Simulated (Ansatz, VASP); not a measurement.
Two plane-wave programs on In

Contents of INCAR:

```
SYSTEM = In
PREC = Accurate ; ENCUT = 600
EDIFF = 1E-6 ; ISMEAR = 0
SIGMA = 0.1 ; LREAL = .FALSE.
LASPH = .TRUE. ; NELM = 60
ALGO = Fast ; ISIF = 3
LWAVE = .FALSE. ; LCHARG = .FALSE.
GGA = PE ; IVDW = 12
IBRION = 2 ; NSW = 100
EDIFFG = -0.005
```

The input KPOINTS:

```
Automatic mesh
0
G
  18 18 18
  0 0 0
```

Contents of POSCAR:

```
In
1.0
   -1.6947072674      1.6947072674      2.2973723912
    1.6947072674     -1.6947072674      2.2973723912
    1.6947072674      1.6947072674     -2.2973723912
In
1
Direct
    0.0000000000      0.0000000000      0.0000000000
```

Input for Ansatz:

```yaml
crystal:
  lattice:
    - [-1.6947072674, 1.6947072674, 2.2973723912]
    - [1.6947072674, -1.6947072674, 2.2973723912]
    - [1.6947072674, 1.6947072674, -2.2973723912]
  atoms:
    - { symbol: In, position: [0.0, 0.0, 0.0] }
basis:
  ecutwfc: 420
kpoints:
  mp_grid: { grid: [18, 18, 18] }
hamiltonian:
  xc: pbe
  dispersion: d3bj
scf:
  occupations: { method: gaussian, width: 0.1 }
output:
  forces: true
  stress: true
  eigenvalues: true
relax:
  adjacent_minimum: "off"
  f_tol: 0.005
  max_steps: 80
  cell: { stress_tol: 0.05 }
```

Alike in both runs: task relaxation of cell and atoms; functional PBE; dispersion D3(BJ); k mesh 18 × 18 × 18; occupations gaussian, width 0.1 eV; no spin polarisation.

```csv
,VASP,Ansatz
version,VASP 6.6.1,Ansatz 0.2.0
potentials or method,"VASP PAW PBE potentials, release 64 (In_d), cutoff 600 eV","scalar-relativistic, plane waves, PAW"
valence electrons in the cell,13,13
```

```csv
,VASP,Ansatz,Ansatz less VASP
"gap on the k mesh at the Fermi level, each at its own relaxed structure (eV)",none,none,-
relaxed volume (Å³/atom),26.12,26.07,-0.042
relaxed cell length with the largest relative difference (Å),3.330,3.329,-0.0013
```

A gap of «none» marks a metal or a gap that the smearing closes.
